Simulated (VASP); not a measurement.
Here is a VASP 6.6.1 calculation.

INCAR

```
SYSTEM = TmSb2Cl2
PREC = Accurate ; ENCUT = 500
EDIFF = 1E-6 ; ISMEAR = 0
SIGMA = 0.1 ; LREAL = .FALSE.
LASPH = .TRUE. ; NELM = 200
ALGO = Normal ; ISIF = 2
LWAVE = .FALSE. ; LCHARG = .FALSE.
GGA = PE ; NBANDS = 24
GGA_COMPAT = .FALSE. ; LMAXMIX = 6
```

Contents of KPOINTS:

```
Automatic mesh
0
G
  12 12 4
  0 0 0
```

The input POSCAR:

```
TmSb2Cl2
1.0
    3.9101570392      0.0000000000      0.0000000000
   -1.9550785196      3.3862953287      0.0000000000
    0.0000000000      0.0000000000     12.8935096043
Tm Sb Cl
1 2 2
Direct
    0.0000000000      0.0000000000      0.0000000000
    0.3333333333      0.6666666667      0.5664948131
    0.6666666667      0.3333333333      0.4335051869
    0.3333333333      0.6666666667      0.1175546748
    0.6666666667      0.3333333333      0.8824453252
```

Potentials or basis: VASP PAW PBE potentials, release 64 (Tm_3, Sb, Cl), 4f in core.

Command:

```console
$ cat potpaw_PBE.64/Tm_3/POTCAR potpaw_PBE.64/Sb/POTCAR potpaw_PBE.64/Cl/POTCAR > POTCAR
$ mpirun -np 1 vasp_std > vasp.out
```

(1) Estimate the largest force.

(2) What does it give for the band gap on the k mesh?

(3) Predict the pressure.

Results:

(1) 0.090 eV/Å.

(2) zero (an odd number of electrons rules out a gap without spin polarisation).

(3) 0.1 GPa.

Caveat: spin-orbit coupling is left out, which moves the levels of the heavy elements; this functional lacks dispersion, which binds layers or chains, so the pressure and a relaxed spacing across them are unreliable; the 4f electrons are frozen in the core, so they carry no moment and show no levels; an odd number of electrons without spin polarisation forces a metal; a magnetic or distorted state may lie lower; the run has no spin polarisation, though such a crystal can be magnetic.
